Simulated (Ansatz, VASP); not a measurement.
**Ti: VASP beside Ansatz**

```
Ti
1.0
     0.00000    2.04678    2.04678
     2.04678    0.00000    2.04678
     2.04678    2.04678    0.00000
Ti
1
Direct
  0.00000 0.00000 0.00000
```

Alike in both runs: task single point; functional r2SCAN; k mesh 12 × 12 × 12; occupations fermi-dirac, width 0.1 eV; no spin polarisation.

```csv
,VASP,Ansatz
version,VASP 6.6.1,Ansatz 0.2.0
potentials or method,"VASP PAW PBE potentials, release 64 (Ti_sv), cutoff 520 eV","plane waves, PAW"
valence electrons in the cell,12,12
```

VASP gave:

| Quantity | Value |
| --- | --- |
| pressure (GPa) | 2.0 |

Problem. Which values does Ansatz return?

Solution. Pressure (GPa): 1.6.

VASP's potentials were made for PBE, not for r2SCAN. Ansatz's warnings: stress scf threshold loose.
